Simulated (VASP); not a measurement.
# PbSe: single point with PBE+D3(BJ)

PbSe:

```xyz
2
Lattice="0.0000 2.9234 2.9708 2.9234 0.0000 2.9708 2.9234 2.9234 0.0000" Properties=species:S:1:pos:R:3 pbc="T T T"
Pb    0.0000    0.0000    0.0000
Se    2.9234    2.9234    2.9708
```

This cell differs from its parent crystal: volume 25.390 Å^3 an atom, c/a of the conventional cell 1.0162.

```json
{
  "Program": "VASP 6.6.1",
  "Task": "single point",
  "Functional": "PBE",
  "Dispersion": "D3(BJ)",
  "Potentials or basis": "VASP PAW PBE potentials, release 64 (Pb_d, Se)",
  "Cutoff": "520 eV",
  "k mesh": "10 × 10 × 10",
  "Occupations": "gaussian, width 0.03 eV",
  "Spin": "no spin polarisation",
  "Dipole correction": "no",
  "Further INCAR settings": "ALGO = Normal; EDIFF = 1e-06; NBANDS = 17"
}
```

```
Pressure                   : 8.7 GPa
Band gap on the k mesh     : 0.20 eV, direct
Dispersion energy per atom : -0.417 eV
```

Stress tensor (GPa, compression positive):
```
9.78 0.00 0.00
0.00 9.78 0.00
0.00 0.00 6.44
```

Levels at points of the mesh, in eV from the valence-band top:
```tsv
k point	band 6	band 7	band 8	band 9	band 10	band 11	band 12	band 13	band 14	band 15
(0.00, 0.00, 0.00)	-14.68	-6.04	-2.48	-2.48	-2.33	4.74	5.16	5.16	6.20	6.30
(0.50, 0.00, 0.00)	-13.30	-9.55	-1.94	-1.89	0.00	0.20	1.39	1.49	8.73	10.03
(0.50, 0.50, 0.00)	-12.76	-7.51	-6.01	-3.98	-3.98	3.23	6.19	6.19	6.49	11.65
(0.50, 0.00, 0.50)	-12.66	-7.61	-6.04	-4.12	-3.93	3.16	5.89	6.32	6.69	11.55
```

It took 40 s on 1 thread of AMD EPYC 9R45 96-Core Processor (Zen 5), with other jobs on the host, peak memory 0.22 GiB.

Caveat: spin-orbit coupling is left out, which moves the levels of the heavy elements. A k mesh can miss the band edges.
